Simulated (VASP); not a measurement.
Crystal: IrAu3.

```
Ir Au
1.0
     0.00000    3.17439    3.17439
     3.17439    0.00000    3.17439
     3.17439    3.17439    0.00000
Ir Au
1 3
Cartesian
  0.0000 0.0000 0.0000
  4.7616 4.7616 4.7616
  3.1744 3.1744 3.1744
  1.5872 1.5872 1.5872
```

* Program: VASP 6.6.1
* Task: relaxation of cell and atoms
* Functional: PBE
* Potentials or basis: VASP PAW PBE potentials, release 64 (Ir, Au)
* Cutoff: 600 eV
* k mesh: 6 × 6 × 6
* Occupations: gaussian, width 0.1 eV
* Spin: no spin polarisation

At the start: pressure 13.7 GPa; volume 15.99 Å³/atom.

Task: How do energy, volume and symmetry change on relaxing?

Result: Over 4 steps the energy falls by 42.5 meV/atom and the volume is 17.08 Å³/atom (+6.8 %); space group Fm-3m (No. 225, to 0.05 Å).

The path:
```csv
step,energy change (eV),largest force (eV/Å),pressure (GPa),volume (Å³)
1,0.0000,0.0000,13.68,63.97
2,0.3229,0.0000,-15.07,77.47
3,-0.1697,0.0000,-0.52,68.52
4,-0.1700,0.0000,-0.10,68.33
```

Final structure:
```
Ir Au
1.0
     0.00000    3.24491    3.24491
     3.24491    0.00000    3.24491
     3.24491    3.24491    0.00000
Ir Au
1 3
Direct
  0.00000 0.00000 0.00000
  0.75000 0.75000 0.75000
  0.50000 0.50000 0.50000
  0.25000 0.25000 0.25000
```
